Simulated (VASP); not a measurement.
# Sn (Fm-3m) in VASP: a series of runs

Runs on Sn. Level: r2SCAN. Tasks: single point.

All numbers are computed with VASP 6.6.1; they aren't measurements. Logs are shortened: lines on timing, memory, paths and dates and some standing lists are left out, and cuts for length are marked.

## Step 1: The cell of the first run

The structure is cubic, space group Fm-3m (No. 225). Conventional cell: a = 4.906 Å, b = 4.906 Å, c = 4.906 Å, α = 90.00°, β = 90.00°, γ = 90.00°. Sn (site symmetry m-3m) has 12 Sn at 3.47 Å within 4.6 Å.

This isn't the form of Sn at room conditions, which is tetragonal (white tin).

## Step 2: Single point, r2SCAN (29.51 Å³/atom)

File POSCAR:

```
Sn
1.0
    0.0000000000      2.4528348050      2.4528348050
    2.4528348050      0.0000000000      2.4528348050
    2.4528348050      2.4528348050      0.0000000000
Sn
1
Direct
    0.0000000000      0.0000000000      0.0000000000
```

File INCAR.step1:

```
SYSTEM = Sn
  ALGO = Normal
  EDIFF = 1E-4
  ENCUT = 520
  GGA = PE
  ISMEAR = -1
  LASPH = .True.
  LCHARG = .False.
  LREAL = .False.
  LWAVE = .True.
  NBANDS = 13
  NELM = 100
  PREC = Accurate
  SIGMA = 0.1
```

File INCAR.step2:

```
SYSTEM = Sn
  ALGO = Normal
  EDIFF = 1E-6
  ENCUT = 520
  ISIF = 2
  ISMEAR = -1
  ISTART = 1
  LASPH = .True.
  LCHARG = .True.
  LELF = .True.
  LMIXTAU = .True.
  LREAL = .False.
  LVHAR = .True.
  LWAVE = .False.
  METAGGA = R2SCAN
  NBANDS = 13
  NELM = 100
  PREC = Accurate
  SIGMA = 0.1
```

File KPOINTS:

```
k-points
0
Gamma
  13 13 13
  0 0 0
```

Potentials or basis: VASP PAW PBE potentials, release 64 (Sn_d).

Launch:

```
$ cat potpaw_PBE.64/Sn_d/POTCAR > POTCAR
$ cp INCAR.step1 INCAR
$ mpirun -np 1 vasp_std > vasp.out
$ cp INCAR.step2 INCAR
$ mpirun -np 1 vasp_std > vasp.out
```

OUTCAR:

```text
SYSTEM = Sn
   EDIFF = 1E-6
   ENCUT = 520
   ISIF = 2
   ISMEAR = -1
   ISTART = 1
   LASPH = .True.
   LREAL = .False.
   METAGGA = R2SCAN
   NELM = 100
   PREC = Accurate

 ion  position               nearest neighbor table
   1  0.000  0.000  0.000-

  LATTYP: Found a face centered cubic cell.
 ALAT       =     4.9056696100

  Lattice vectors:

 A1 = (   0.0000000000,   2.4528348050,   2.4528348050)
 A2 = (   2.4528348050,   0.0000000000,   2.4528348050)
 A3 = (   2.4528348050,   2.4528348050,   0.0000000000)

Analysis of symmetry for initial positions (statically):
=====================================================================
 Subroutine PRICEL returns:
 Original cell was already a primitive cell.

 Routine SETGRP: Setting up the symmetry group for a
 face centered cubic supercell.

 Subroutine GETGRP returns: Found 48 space group operations
 (whereof 48 operations were pure point group operations)
 out of a pool of 48 trial point group operations.

The static configuration has the point symmetry O_h .

Analysis of symmetry for dynamics (positions and initial velocities):
=====================================================================
 Subroutine PRICEL returns:
 Original cell was already a primitive cell.

 Routine SETGRP: Setting up the symmetry group for a
 face centered cubic supercell.

 Subroutine GETGRP returns: Found 48 space group operations
 (whereof 48 operations were pure point group operations)
 out of a pool of 48 trial point group operations.

The dynamic configuration has the point symmetry O_h .

 Subroutine INISYM returns: Found 48 space group operations
 (whereof 48 operations are pure point group operations),
 and found     1 'primitive' translations

----------------------------------------------------------------------------------------

                                     Primitive cell

  volume of cell :      29.5145

  direct lattice vectors                    reciprocal lattice vectors
     0.000000000  2.452834805  2.452834805    -0.203845770  0.203845770  0.203845770
     2.452834805  0.000000000  2.452834805     0.203845770 -0.203845770  0.203845770
     2.452834805  2.452834805  0.000000000     0.203845770  0.203845770 -0.203845770

  length of vectors
     3.468832247  3.468832247  3.468832247     0.353071231  0.353071231  0.353071231

  position of ions in fractional coordinates (direct lattice)
     0.000000000  0.000000000  0.000000000

  ion indices of the primitive-cell ions
   primitive index   ion index
                 1           1

----------------------------------------------------------------------------------------

 KPOINTS: k-points

Automatic generation of k-mesh.
 Grid dimensions read from file:
 generate k-points for:   13   13   13

 Generating k-lattice:

  Cartesian coordinates                     Fractional coordinates (reciprocal lattice)
    -0.015680444  0.015680444  0.015680444     0.076923077  0.000000000  0.000000000
     0.015680444 -0.015680444  0.015680444     0.000000000  0.076923077  0.000000000
     0.015680444  0.015680444 -0.015680444     0.000000000  0.000000000  0.076923077

  Length of vectors
     0.027159325  0.027159325  0.027159325

  Shift w.r.t. Gamma in fractional coordinates (k-lattice)
     0.000000000  0.000000000  0.000000000

 Subroutine IBZKPT returns following result:
 ===========================================

 Found     84 irreducible k-points:

 Following reciprocal coordinates:
            Coordinates               Weight
  0.000000  0.000000  0.000000      1.000000
  0.076923  0.000000  0.000000      8.000000
  0.153846  0.000000  0.000000      8.000000
  0.230769  0.000000  0.000000      8.000000
  0.307692  0.000000  0.000000      8.000000
  0.384615  0.000000  0.000000      8.000000
[... 16 lines left out ...]
  0.384615  0.153846  0.000000     24.000000
  0.461538  0.153846  0.000000     24.000000
 [... further k-points ...]
   k-points           NKPTS =     84   k-points in BZ     NKDIM =     84   number of bands    NBANDS=     13
   number of dos      NEDOS =    301   number of ions     NIONS =      1
   total plane-waves  NPLWV =  21952
   dimension x,y,z NGX =    28 NGY =   28 NGZ =   28
   dimension x,y,z NGXF=    56 NGYF=   56 NGZF=   56
   ions per type =               1
   NGX,Y,Z   is equivalent  to a cutoff of  13.42, 13.42, 13.42 a.u.
   NGXF,Y,Z  is equivalent  to a cutoff of  26.84, 26.84, 26.84 a.u.
 SYSTEM =  Sn
   PREC   = accura    normal or accurate (medium, high low for compatibility)
   ISTART =      1    job   : 0-new  1-cont  2-samecut
   ICHARG =      0    charge: 1-file 2-atom 10-const
   ISPIN  =      1    spin polarized calculation?
   LNONCOLLINEAR =      F non collinear calculations
   LSORBIT =      F    spin-orbit coupling
   LASPH  =      T    aspherical Exc in radial PAW
   ENCUT  =  520.0 eV  38.22 Ry    6.18 a.u.   6.45  6.45  6.45*2*pi/ulx,y,z
   NELM   =    100;   NELMIN=  2; NELMDL=  0     # of ELM steps
   EDIFF  = 0.1E-05   stopping-criterion for ELM
   LREAL  =      F    real-space projection
   EDIFFG = 0.1E-04   stopping-criterion for IOM
   NSW    =      0    number of steps for IOM
   IBRION =     -1    ionic relax: 0-MD 1-quasi-New 2-CG
   NFREE  =      0    steps in history (QN), initial steepest desc. (CG)
   ISIF   =      2    stress and relaxation
   ISYM   =      2    0-nonsym 1-usesym 2-fastsym
   POTIM  = 0.5000    time-step for ionic-motion
   TEBEG  =    0.0;   TEEND  =   0.0 temperature during run
   PSTRESS=    0.0 pullay stress
   NELECT =      14.0000    total number of electrons
   NUPDOWN=      -1.0000    fix difference up-down
   EMIN   =  10.00;   EMAX   =-10.00  energy-range for DOS
   EFERMI =   0.00;   METHOD = LEGACY
   ISMEAR =    -1;   SIGMA  =   0.10  broadening in eV -4-tet -1-fermi 0-gaus
   EFERMI_NEDOS =   21; number of points for ismear=-14 and -15
   IALGO  =     38    algorithm
   IMIX   =      4    mixing-type and parameters
     AMIX     =   0.40;   BMIX     =  1.00
     AMIX_MAG =   1.60;   BMIX_MAG =  1.00
  volume/ion in A,a.u.               =      29.51       199.17
  Fermi-wavevector in a.u.,A,eV,Ry     =   1.276750  2.412708 22.178730  1.630091
  Thomas-Fermi vector in A             =   2.409389
   LORBIT       =      0    0 simple, 1 ext, 2 COOP (PROOUT), +10 PAW based schemes
   METAGGA = R2SCAN    functional components
   LHFCALC =     F    Hartree Fock is set to
   AEXX    =    0.0000 exact exchange contribution
   IVDW    =     0    specifies the selected vdW correction
   LEPSILON=     F    determine dielectric tensor
   LRPA    =     F    only Hartree local field effects (RPA)
 non-spin polarized calculation
  energy-cutoff  :      520.00
  volume of cell :       29.51
 maximum number of plane-waves:       821
 NGX is ok and might be reduce to    28
   NGX = 13   NGY = 13   NGZ = 13

 number of electron      13.9999999 magnetization

 Free energy of the ion-electron system (eV)
  ---------------------------------------------------
  ext. energy  EPLUGINS =         0.00000000
  ---------------------------------------------------
  free energy    TOTEN  =       -24.48614030 eV

  energy without entropy =      -24.46872787  energy(sigma->0) =      -24.47743409

 E-fermi :   7.1684     XC(G=0): -10.8395

 val. band max:        7.1665107649   @ k =   0.3846   0.3077   0.0000
 cond. band min:       7.2278672024   @ k =   0.3077   0.0769   0.0000
 fundamental gap:      0.0613564375
 Fermi energy:         7.1683598439

 k-point     1 :       0.0000    0.0000    0.0000
  band No.  band energies     occupation
      1     -15.1120      2.00000
      2     -15.1120      2.00000
      3     -15.1120      2.00000
      4     -15.0486      2.00000
      5     -15.0486      2.00000
      6      -3.9979      2.00000
      7      14.5974      0.00000
      8      14.5974      0.00000
      9      14.5974      0.00000
     10      18.3109      0.00000
     11      18.9992      0.00000
     12      18.9992      0.00000
     13      18.9992      0.00000

 k-point     2 :       0.0769    0.0000    0.0000
  band No.  band energies     occupation
      1     -15.1116      2.00000
      2     -15.1079      2.00000
      3     -15.1079      2.00000
      4     -15.0486      2.00000
      5     -15.0486      2.00000
      6      -3.8775      2.00000
      7      13.3792      0.00000
      8      14.4148      0.00000
      9      14.4148      0.00000
     10      17.5758      0.00000
     11      19.3157      0.00000
     12      19.3157      0.00000
     13      20.5900      0.00000

 k-point     3 :       0.1538    0.0000    0.0000
  band No.  band energies     occupation
      1     -15.1106      2.00000
      2     -15.0992      2.00000
      3     -15.0991      2.00000
      4     -15.0460      2.00000
      5     -15.0460      2.00000
      6      -3.5163      2.00000
      7      11.0632      0.00000
      8      14.0003      0.00000
      9      14.0003      0.00000
     10      17.1886      0.00000
     11      19.9334      0.00000
     12      19.9334      0.00000
     13      21.3575      0.00000
[... 305 lines left out ...]
 k-point    23 :       0.3846    0.1538    0.0000
  band No.  band energies     occupation
      1     -15.1250      2.00000
      2     -15.0891      2.00000
      3     -15.0719      2.00000
      4     -15.0283      2.00000
      5     -14.9906      2.00000
      6      -1.3400      2.00000
      7       6.0755      1.99996
      8      11.0965      0.00000
      9      11.3721      0.00000
     10      15.1790      0.00000
     11      18.9627      0.00000
     12      20.9555      0.00000
     13      21.4756      0.00000

 k-point    24 :       0.4615    0.1538    0.0000
  band No.  band energies     occupation
      1     -15.1211      2.00000
      2     -15.0888      2.00000
      3     -15.0770      2.00000
      4     -15.0149      2.00000
      5     -14.9810      2.00000
      6      -0.2891      2.00000
      7       4.2513      2.00000
      8      10.4250      0.00000
      9      11.4212      0.00000
     10      15.0918      0.00000
     11      19.8377      0.00000
     12      20.1993      0.00000
     13      21.8668      0.00000

 [... further k-points ...]

------------------------ aborting loop because EDIFF is reached ----------------------------------------

  FORCE on cell =-STRESS in cart. coord.  units (eV):
  Direction    XX          YY          ZZ          XY          YZ          ZX
  --------------------------------------------------------------------------------------
  -------------------------------------------------------------------------------------
  Total       -0.6030600     -0.6030600     -0.6030600      0.0000000     -0.0000000      0.0000000
  in kB      -32.7367978    -32.7367978    -32.7367978      0.0000000     -0.0000000      0.0000000
  external PRESSURE =     -32.7367978 kB  Pullay stress =       0.0000000 kB

 VOLUME and BASIS-vectors are now :
 -----------------------------------------------------------------------------
  energy-cutoff  :      520.00
  volume of cell :       29.51
      direct lattice vectors                 reciprocal lattice vectors
     0.000000000  2.452834805  2.452834805    -0.203845770  0.203845770  0.203845770
     2.452834805  0.000000000  2.452834805     0.203845770 -0.203845770  0.203845770
     2.452834805  2.452834805  0.000000000     0.203845770  0.203845770 -0.203845770

 POSITION                                       TOTAL-FORCE (eV/Angst)
 -----------------------------------------------------------------------------------
      0.00000      0.00000      0.00000        -0.000000      0.000000     -0.000000
 -----------------------------------------------------------------------------------
    total drift:                               -0.000000     -0.000000     -0.000000

  FREE ENERGIE OF THE ION-ELECTRON SYSTEM (eV)
  ---------------------------------------------------
  free  energy   TOTEN  =       -24.4861403034 eV

  energy  without entropy=      -24.4687278715  energy(sigma->0) =      -24.47743409
```

It took 55 s on 1 thread of Intel Xeon 6975P-C (Granite Rapids), shared host; peak memory 0.17 GiB.

What came out:

- Free energy: -24.4861 eV
- Pressure: -3.3 GPa
- Band gap on the k mesh: zero (bands 7 and 8 overlap by 9.32 eV)

Levels at points of the mesh, in eV from the Fermi level:
```
           k point  band 5  band 6  band 7  band 8  band 9  band 10
(0.00, 0.00, 0.00)  -22.22  -11.17    7.43    7.43    7.43    11.14
```

Caveat: the cell stands under tension; the PAW data sets were made with another functional, which shifts forces and pressure a little; spin-orbit coupling is left out, which moves the levels of the heavy elements.

## Step 3: Single point, r2SCAN (30.61 Å³/atom)

This run uses another cell than the first one, of 30.61 Å³/atom.

File POSCAR:

```
Sn
1.0
    0.0000000000      2.4827503729      2.4827503729
    2.4827503729      0.0000000000      2.4827503729
    2.4827503729      2.4827503729      0.0000000000
Sn
1
Direct
    0.0000000000      0.0000000000      0.0000000000
```

File INCAR.step1:

```
SYSTEM = Sn
  ALGO = Normal
  EDIFF = 1E-4
  ENCUT = 520
  GGA = PE
  ISMEAR = -1
  LASPH = .TRUE.
  LCHARG = .FALSE.
  LREAL = .FALSE.
  LWAVE = .TRUE.
  NBANDS = 13
  NELM = 80
  PREC = Accurate
  SIGMA = 0.1
```

File INCAR.step2:

```
SYSTEM = Sn
  ALGO = Normal
  EDIFF = 1E-7
  ENCUT = 520
  ISIF = 2
  ISMEAR = -1
  ISTART = 1
  LASPH = .TRUE.
  LCHARG = .TRUE.
  LELF = .TRUE.
  LMIXTAU = .TRUE.
  LREAL = .FALSE.
  LVHAR = .TRUE.
  LWAVE = .FALSE.
  METAGGA = R2SCAN
  NBANDS = 13
  NELM = 80
  PREC = Accurate
  SIGMA = 0.1
```

File KPOINTS:

```
k-points
0
G
  13 13 13
  0 0 0
```

Potentials or basis: VASP PAW PBE potentials, release 64 (Sn_d).

Launch:

```
$ cat potpaw_PBE.64/Sn_d/POTCAR > POTCAR
$ cp INCAR.step1 INCAR
$ mpirun -np 1 vasp_std > vasp.out
$ cp INCAR.step2 INCAR
$ mpirun -np 1 vasp_std > vasp.out
```

Run time: 59 s. Hardware: 1 thread of Intel Xeon 6975P-C (Granite Rapids), shared host; peak memory 0.18 GiB.

Results (log left out):

- Free energy: -24.4604 eV
- Pressure: -4.4 GPa
- Band gap on the k mesh: zero (bands 7 and 8 overlap by 8.94 eV)

Levels at points of the mesh, in eV from the Fermi level:
```tsv
k point	band 3	band 4	band 5	band 6	band 7	band 8	band 9	band 10	band 11	band 12
(0.00, 0.00, 0.00)	-22.27	-22.21	-22.21	-10.91	7.13	7.13	7.13	11.10	11.62	11.62
```

Caveat: the cell stands under tension; the PAW data sets were made with another functional, which shifts forces and pressure a little; spin-orbit coupling is left out, which moves the levels of the heavy elements.

The gap in the log of VASP goes by the Fermi energy; the results here count the filled bands.